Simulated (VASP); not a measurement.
# Zr (Fd-3m) in VASP: single point with r2SCAN

Aim: the single point of Zr with r2SCAN.

Everything below comes from runs of VASP 6.6.1. Logs are shortened: lines on timing, memory, paths and dates and some standing lists are left out, and cuts for length are marked.

## (1) The cell of the first run

Symmetry: Fd-3m, No. 227, cubic system. Conventional cell: a = 6.191 Å, b = 6.191 Å, c = 6.191 Å, α = 90.00°, β = 90.00°, γ = 90.00°. Within 3.5 Å of Zr (site symmetry -43m) lie 4 Zr at 2.68 Å.

## (2) Single point, r2SCAN

POSCAR reads:

```
Zr
1.0
    0.0000000000      3.0953904440      3.0953904440
    3.0953904440      0.0000000000      3.0953904440
    3.0953904440      3.0953904440      0.0000000000
Zr
2
Direct
    0.1250000000      0.1250000000      0.1250000000
    0.8750000000      0.8750000000      0.8750000000
```

INCAR.step1 reads:

```
  ALGO = Normal
  EDIFF = 1E-4
  ENCUT = 520
  GGA = PE
  ISMEAR = -1
  LASPH = True
  LCHARG = False
  LREAL = False
  LWAVE = True
  NBANDS = 19
  NELM = 80
  PREC = Accurate
  SIGMA = 0.1
```

INCAR.step2 reads:

```
  ALGO = Normal
  EDIFF = 1E-7
  ENCUT = 520
  ISIF = 2
  ISMEAR = -1
  ISTART = 1
  LASPH = True
  LCHARG = False
  LMIXTAU = True
  LREAL = False
  LWAVE = False
  METAGGA = R2SCAN
  NBANDS = 19
  NELM = 80
  PREC = Accurate
  SIGMA = 0.1
```

KPOINTS reads:

```
k-points
0
Gamma
  14 14 14
```

Potentials or basis: VASP PAW PBE potentials, release 64 (Zr_sv).

Command:

```
$ cat potpaw_PBE.64/Zr_sv/POTCAR > POTCAR
$ cp INCAR.step1 INCAR
$ mpirun -np 1 vasp_std > vasp.out
$ cp INCAR.step2 INCAR
$ mpirun -np 1 vasp_std > vasp.out
```

OUTCAR:

```text
EDIFF = 1E-7
   ENCUT = 520
   ISIF = 2
   ISMEAR = -1
   ISTART = 1
   LASPH = True
   LREAL = False
   METAGGA = R2SCAN
   NELM = 80
   PREC = Accurate

 ion  position               nearest neighbor table
   1  0.125  0.125  0.125-   2 2.68   2 2.68   2 2.68   2 2.68
   2  0.875  0.875  0.875-   1 2.68   1 2.68   1 2.68   1 2.68

  LATTYP: Found a face centered cubic cell.
 ALAT       =     6.1907808880

  Lattice vectors:

 A1 = (   0.0000000000,   3.0953904440,   3.0953904440)
 A2 = (   3.0953904440,   0.0000000000,   3.0953904440)
 A3 = (   3.0953904440,   3.0953904440,   0.0000000000)

Analysis of symmetry for initial positions (statically):
=====================================================================
 Subroutine PRICEL returns:
 Original cell was already a primitive cell.

 Routine SETGRP: Setting up the symmetry group for a
 face centered cubic supercell.

 Subroutine GETGRP returns: Found 48 space group operations
 (whereof 12 operations were pure point group operations)
 out of a pool of 48 trial point group operations.

The static configuration has the point symmetry D_3d.
 The point group associated with its full space group is O_h .

Analysis of symmetry for dynamics (positions and initial velocities):
=====================================================================
 Subroutine PRICEL returns:
 Original cell was already a primitive cell.

 Routine SETGRP: Setting up the symmetry group for a
 face centered cubic supercell.

 Subroutine GETGRP returns: Found 48 space group operations
 (whereof 12 operations were pure point group operations)
 out of a pool of 48 trial point group operations.

The dynamic configuration has the point symmetry D_3d.
 The point group associated with its full space group is O_h .

 Subroutine INISYM returns: Found 48 space group operations
 (whereof 12 operations are pure point group operations),
 and found     1 'primitive' translations

----------------------------------------------------------------------------------------

                                     Primitive cell

  volume of cell :      59.3166

  direct lattice vectors                    reciprocal lattice vectors
     0.000000000  3.095390444  3.095390444    -0.161530511  0.161530511  0.161530511
     3.095390444  0.000000000  3.095390444     0.161530511 -0.161530511  0.161530511
     3.095390444  3.095390444  0.000000000     0.161530511  0.161530511 -0.161530511
[... 75 lines left out ...]
   PREC   = accura    normal or accurate (medium, high low for compatibility)
   ISTART =      1    job   : 0-new  1-cont  2-samecut
   ICHARG =      0    charge: 1-file 2-atom 10-const
   ISPIN  =      1    spin polarized calculation?
   LNONCOLLINEAR =      F non collinear calculations
   LSORBIT =      F    spin-orbit coupling
   LASPH  =      T    aspherical Exc in radial PAW
   ENCUT  =  520.0 eV  38.22 Ry    6.18 a.u.   8.14  8.14  8.14*2*pi/ulx,y,z
   NELM   =     80;   NELMIN=  2; NELMDL=  0     # of ELM steps
   EDIFF  = 0.1E-06   stopping-criterion for ELM
   LREAL  =      F    real-space projection
   EDIFFG = 0.1E-05   stopping-criterion for IOM
   NSW    =      0    number of steps for IOM
   IBRION =     -1    ionic relax: 0-MD 1-quasi-New 2-CG
   NFREE  =      0    steps in history (QN), initial steepest desc. (CG)
   ISIF   =      2    stress and relaxation
   ISYM   =      2    0-nonsym 1-usesym 2-fastsym
   POTIM  = 0.5000    time-step for ionic-motion
   TEBEG  =    0.0;   TEEND  =   0.0 temperature during run
   PSTRESS=    0.0 pullay stress
   NELECT =      24.0000    total number of electrons
   NUPDOWN=      -1.0000    fix difference up-down
   EMIN   =  10.00;   EMAX   =-10.00  energy-range for DOS
   EFERMI =   0.00;   METHOD = LEGACY
   ISMEAR =    -1;   SIGMA  =   0.10  broadening in eV -4-tet -1-fermi 0-gaus
   EFERMI_NEDOS =   21; number of points for ismear=-14 and -15
   IALGO  =     38    algorithm
   IMIX   =      4    mixing-type and parameters
     AMIX     =   0.40;   BMIX     =  1.00
     AMIX_MAG =   1.60;   BMIX_MAG =  1.00
  volume/ion in A,a.u.               =      29.66       200.14
  Fermi-wavevector in a.u.,A,eV,Ry     =   1.210839  2.288154 19.947931  1.466132
  Thomas-Fermi vector in A             =   2.346373
   LORBIT       =      0    0 simple, 1 ext, 2 COOP (PROOUT), +10 PAW based schemes
   METAGGA = R2SCAN    functional components
   LHFCALC =     F    Hartree Fock is set to
   AEXX    =    0.0000 exact exchange contribution
   IVDW    =     0    specifies the selected vdW correction
   LEPSILON=     F    determine dielectric tensor
   LRPA    =     F    only Hartree local field effects (RPA)
 non-spin polarized calculation
  energy-cutoff  :      520.00
  volume of cell :       59.32
 maximum number of plane-waves:      1639
 NGX is ok and might be reduce to    36
   NGX = 17   NGY = 17   NGZ = 17

 number of electron      24.0000000 magnetization

 Free energy of the ion-electron system (eV)
  ---------------------------------------------------
  ext. energy  EPLUGINS =         0.00000000
  ---------------------------------------------------
  free energy    TOTEN  =       -40.38644870 eV

  energy without entropy =      -40.24261919  energy(sigma->0) =      -40.31453394

 E-fermi :   6.0487     XC(G=0): -10.4042

 val. band max:        6.0485583072   @ k =   0.3571   0.3571   0.0000
 cond. band min:       6.0491155970   @ k =   0.4286   0.3571   0.0714
 fundamental gap:      0.0005572899
 Fermi energy:         6.0486986209

 k-point     1 :       0.0000    0.0000    0.0000
  band No.  band energies     occupation
      1     -44.6436      2.00000
      2     -43.9527      2.00000
      3     -22.3477      2.00000
      4     -22.3477      2.00000
      5     -22.3477      2.00000
      6     -21.2266      2.00000
[... 505 lines left out ...]
      6     -21.3304      2.00000
[... 11 lines left out ...]
     18      10.8659      0.00000
     19      12.0303      0.00000

 [... further k-points ...]
[... 5 lines left out ...]
  --------------------------------------------------------------------------------------
  -------------------------------------------------------------------------------------
  Total        0.0385766      0.0385766      0.0385766     -0.0000000     -0.0000000      0.0000000
  in kB        1.0419770      1.0419770      1.0419770     -0.0000000     -0.0000000      0.0000000
  external PRESSURE =       1.0419770 kB  Pullay stress =       0.0000000 kB

 VOLUME and BASIS-vectors are now :
 -----------------------------------------------------------------------------
  energy-cutoff  :      520.00
  volume of cell :       59.32
      direct lattice vectors                 reciprocal lattice vectors
     0.000000000  3.095390444  3.095390444    -0.161530511  0.161530511  0.161530511
     3.095390444  0.000000000  3.095390444     0.161530511 -0.161530511  0.161530511
     3.095390444  3.095390444  0.000000000     0.161530511  0.161530511 -0.161530511

 POSITION                                       TOTAL-FORCE (eV/Angst)
 -----------------------------------------------------------------------------------
      0.77385      0.77385      0.77385        -0.000000     -0.000000      0.000000
      5.41693      5.41693      5.41693         0.000000      0.000000     -0.000000
 -----------------------------------------------------------------------------------
    total drift:                               -0.000000      0.000000      0.000000

  FREE ENERGIE OF THE ION-ELECTRON SYSTEM (eV)
  ---------------------------------------------------
  free  energy   TOTEN  =       -40.3864486960 eV

  energy  without entropy=      -40.2426191934  energy(sigma->0) =      -40.31453394
```

Run time: 20 min. Hardware: 1 thread of AMD EPYC 7R13 (Zen 3), shared host; peak memory 0.24 GiB.

What came out:

```
Free energy            : -40.3864 eV
Pressure               : 0.1 GPa
Band gap on the k mesh : zero (band 12 reaches 6.13 eV, above the bottom of band 13 at 5.88 eV)
```

Caveat: the PAW data sets were made with another functional, which shifts forces and pressure a little.
